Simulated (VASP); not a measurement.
# La (Im-3m) in VASP: further runs

The runs below take La through single point, with PBEsol.

Everything below comes from runs of VASP 6.6.1. Logs are shortened: lines on timing, memory, paths and dates and some standing lists are left out, and cuts for length are marked.

### Step 1. The cell of the first run

Symmetry: Im-3m, No. 229, cubic system. Conventional cell: a = 4.274 Å, b = 4.274 Å, c = 4.274 Å, α = 90.00°, β = 90.00°, γ = 90.00°. La (site symmetry m-3m) has 14 La at 3.70 to 4.27 Å within 4.9 Å.

### Step 2. Single point, PBEsol (volume scaled by 1.12)

INCAR reads:

```
ALGO = Normal
EDIFF = 1E-6
ENCUT = 520
GGA = PS
ISIF = 2
ISMEAR = -1
LASPH = T
LCHARG = F
LREAL = F
LWAVE = F
NBANDS = 12
NELM = 100
PREC = Accurate
SIGMA = 0.1
```

KPOINTS reads:

```
k-points
0
Gamma
  12 12 12
```

POSCAR reads:

```
La
1.0
   -2.1370833611      2.1370833611      2.1370833611
    2.1370833611     -2.1370833611      2.1370833611
    2.1370833611      2.1370833611     -2.1370833611
La
1
Direct
    0.0000000000      0.0000000000      0.0000000000
```

Potentials or basis: VASP PAW PBE potentials, release 64 (La).

Run with:

```console
> cat potpaw_PBE.64/La/POTCAR > POTCAR
> mpirun -np 1 vasp_std > vasp.out
```

OUTCAR:

```text
EDIFF = 1E-6
   ENCUT = 520
   GGA = PS
   ISIF = 2
   ISMEAR = -1
   LASPH = T
   LREAL = F
   NELM = 100
   PREC = Accurate

 ion  position               nearest neighbor table
   1  0.000  0.000  0.000-

  LATTYP: Found a body centered cubic cell.
 ALAT       =     4.2741667222

  Lattice vectors:

 A1 = (  -2.1370833611,   2.1370833611,   2.1370833611)
 A2 = (   2.1370833611,  -2.1370833611,   2.1370833611)
 A3 = (   2.1370833611,   2.1370833611,  -2.1370833611)

Analysis of symmetry for initial positions (statically):
=====================================================================
 Subroutine PRICEL returns:
 Original cell was already a primitive cell.

 Routine SETGRP: Setting up the symmetry group for a
 body centered cubic supercell.

 Subroutine GETGRP returns: Found 48 space group operations
 (whereof 48 operations were pure point group operations)
 out of a pool of 48 trial point group operations.

The static configuration has the point symmetry O_h .

Analysis of symmetry for dynamics (positions and initial velocities):
=====================================================================
 Subroutine PRICEL returns:
 Original cell was already a primitive cell.

 Routine SETGRP: Setting up the symmetry group for a
 body centered cubic supercell.

 Subroutine GETGRP returns: Found 48 space group operations
 (whereof 48 operations were pure point group operations)
 out of a pool of 48 trial point group operations.

The dynamic configuration has the point symmetry O_h .

 Subroutine INISYM returns: Found 48 space group operations
 (whereof 48 operations are pure point group operations),
 and found     1 'primitive' translations

----------------------------------------------------------------------------------------

                                     Primitive cell

  volume of cell :      39.0413

  direct lattice vectors                    reciprocal lattice vectors
    -2.137083361  2.137083361  2.137083361     0.000000000  0.233963733  0.233963733
     2.137083361 -2.137083361  2.137083361     0.233963733  0.000000000  0.233963733
     2.137083361  2.137083361 -2.137083361     0.233963733  0.233963733  0.000000000

  length of vectors
     3.701536961  3.701536961  3.701536961     0.330874684  0.330874684  0.330874684

  position of ions in fractional coordinates (direct lattice)
     0.000000000  0.000000000  0.000000000

  ion indices of the primitive-cell ions
   primitive index   ion index
[... 73 lines left out ...]
   EDIFF  = 0.1E-05   stopping-criterion for ELM
   LREAL  =      F    real-space projection
   EDIFFG = 0.1E-04   stopping-criterion for IOM
   NSW    =      0    number of steps for IOM
   IBRION =     -1    ionic relax: 0-MD 1-quasi-New 2-CG
   NFREE  =      0    steps in history (QN), initial steepest desc. (CG)
   ISIF   =      2    stress and relaxation
   ISYM   =      2    0-nonsym 1-usesym 2-fastsym
   POTIM  = 0.5000    time-step for ionic-motion
   TEBEG  =    0.0;   TEEND  =   0.0 temperature during run
   PSTRESS=    0.0 pullay stress
   NELECT =      11.0000    total number of electrons
   NUPDOWN=      -1.0000    fix difference up-down
   EMIN   =  10.00;   EMAX   =-10.00  energy-range for DOS
   EFERMI =   0.00;   METHOD = LEGACY
   ISMEAR =    -1;   SIGMA  =   0.10  broadening in eV -4-tet -1-fermi 0-gaus
   EFERMI_NEDOS =   21; number of points for ismear=-14 and -15
   IALGO  =     38    algorithm
   IMIX   =      4    mixing-type and parameters
     AMIX     =   0.40;   BMIX     =  1.00
     AMIX_MAG =   1.60;   BMIX_MAG =  1.00
  volume/ion in A,a.u.               =      39.04       263.46
  Fermi-wavevector in a.u.,A,eV,Ry     =   1.073242  2.028133 15.671844  1.151848
  Thomas-Fermi vector in A             =   2.209035
   LORBIT       =      0    0 simple, 1 ext, 2 COOP (PROOUT), +10 PAW based schemes
   GGA     = PS    functional components
   LHFCALC =     F    Hartree Fock is set to
   AEXX    =    0.0000 exact exchange contribution
   IVDW    =     0    specifies the selected vdW correction
   LEPSILON=     F    determine dielectric tensor
   LRPA    =     F    only Hartree local field effects (RPA)
 non-spin polarized calculation
  energy-cutoff  :      520.00
  volume of cell :       39.04
 maximum number of plane-waves:      1088
   NGX = 13   NGY = 13   NGZ = 13

 number of electron      10.9999998 magnetization

 Free energy of the ion-electron system (eV)
  ---------------------------------------------------
  ext. energy  EPLUGINS =         0.00000000
  ---------------------------------------------------
  free energy    TOTEN  =        -5.21595165 eV

  energy without entropy =       -5.12926310  energy(sigma->0) =       -5.17260737

 E-fermi :   7.2686     XC(G=0):  -9.4814

 val. band max:        7.2620111406   @ k =   0.3333   0.0833   0.0000
 cond. band min:       7.2771774477   @ k =   0.5000   0.5000   0.0833
 fundamental gap:      0.0151663072
 Fermi energy:         7.2685934206

 k-point     1 :       0.0000    0.0000    0.0000
  band No.  band energies     occupation
      1     -25.6690      2.00000
      2      -8.6831      2.00000
      3      -8.6831      2.00000
      4      -8.6831      2.00000
      5       3.9934      2.00000
      6       8.6898      0.00000
      7       8.6898      0.00000
      8       8.6898      0.00000
      9       8.7436      0.00000
     10       8.7436      0.00000
     11       8.7436      0.00000
     12       9.4168      0.00000
[... 331 lines left out ...]
 k-point    24 :       0.4167    0.0833    0.0833
  band No.  band energies     occupation
      1     -25.4933      2.00000
      2      -9.8143      2.00000
      3      -9.1266      2.00000
      4      -8.7827      2.00000
      5       5.9261      2.00000
      6       7.0830      1.72972
      7       8.7421      0.00000
      8       8.8674      0.00000
      9       9.0438      0.00000
     10       9.2536      0.00000
     11       9.3001      0.00000
     12       9.3648      0.00000

 [... further k-points ...]
[... 5 lines left out ...]
  --------------------------------------------------------------------------------------
  -------------------------------------------------------------------------------------
  Total       -0.6462775     -0.6462775     -0.6462775      0.0000000     -0.0000000     -0.0000000
  in kB      -26.5219362    -26.5219362    -26.5219362      0.0000000     -0.0000000     -0.0000000
  external PRESSURE =     -26.5219362 kB  Pullay stress =       0.0000000 kB

 VOLUME and BASIS-vectors are now :
 -----------------------------------------------------------------------------
  energy-cutoff  :      520.00
  volume of cell :       39.04
      direct lattice vectors                 reciprocal lattice vectors
    -2.137083361  2.137083361  2.137083361     0.000000000  0.233963733  0.233963733
     2.137083361 -2.137083361  2.137083361     0.233963733  0.000000000  0.233963733
     2.137083361  2.137083361 -2.137083361     0.233963733  0.233963733  0.000000000

 POSITION                                       TOTAL-FORCE (eV/Angst)
 -----------------------------------------------------------------------------------
      0.00000      0.00000      0.00000        -0.000000     -0.000000     -0.000000
 -----------------------------------------------------------------------------------
    total drift:                                0.000000      0.000000      0.000000

  FREE ENERGIE OF THE ION-ELECTRON SYSTEM (eV)
  ---------------------------------------------------
  free  energy   TOTEN  =        -5.2159516487 eV

  energy  without entropy=       -5.1292631004  energy(sigma->0) =       -5.17260737
```

OSZICAR:

```text
N       E                     dE             d eps       ncg     rms          rms(c)
DAV:   1     0.100148960650E+03    0.10015E+03   -0.37374E+03  1736   0.115E+03
DAV:   2     0.764846977577E+00   -0.99384E+02   -0.96013E+02  2344   0.180E+02
DAV:   3    -0.492195830623E+01   -0.56868E+01   -0.55107E+01  2320   0.751E+01
DAV:   4    -0.522980239370E+01   -0.30784E+00   -0.30401E+00  3220   0.118E+01
DAV:   5    -0.523858439112E+01   -0.87820E-02   -0.87541E-02  2952   0.208E+00    0.180E+00
DAV:   6    -0.522498060838E+01    0.13604E-01   -0.73420E-03  3060   0.559E-01    0.106E+00
DAV:   7    -0.521592528357E+01    0.90553E-02   -0.65275E-03  2984   0.546E-01    0.595E-02
DAV:   8    -0.521592161432E+01    0.36693E-05   -0.25804E-04  3144   0.110E-01    0.196E-02
DAV:   9    -0.521594727594E+01   -0.25662E-04   -0.47419E-05  3216   0.620E-02    0.956E-03
DAV:  10    -0.521595128100E+01   -0.40051E-05   -0.75862E-06  2680   0.190E-02    0.447E-03
DAV:  11    -0.521595164874E+01   -0.36774E-06   -0.68491E-07  1980   0.741E-03
   1 F= -.52159516E+01 E0= -.51726074E+01  d E =-.866885E-01
```

Wall time 24 s (1 thread of AMD EPYC 7R13 (Zen 3), shared host); peak memory 0.16 GiB.

What came out:

* Free energy: -5.2160 eV
* Pressure: -2.7 GPa

Levels at points of the mesh, in eV from the Fermi level:
```tsv
k point	band 1	band 2	band 3	band 4	band 5	band 6	band 7	band 8	band 9	band 10
(0.00, 0.00, 0.00)	-32.94	-15.95	-15.95	-15.95	-3.28	1.42	1.42	1.42	1.48	1.48
(0.50, 0.00, 0.00)	-32.77	-17.16	-16.33	-15.97	-1.77	-0.17	1.48	1.52	1.78	2.02
(0.50, 0.50, 0.50)	-32.64	-16.77	-16.77	-16.77	-1.75	-1.75	1.60	1.74	1.74	1.74
```

Caveat: the PAW data sets were made with another functional, which shifts forces and pressure a little; spin-orbit coupling is left out, which moves the levels of the heavy elements.

(Continued in part 2 of 2.)
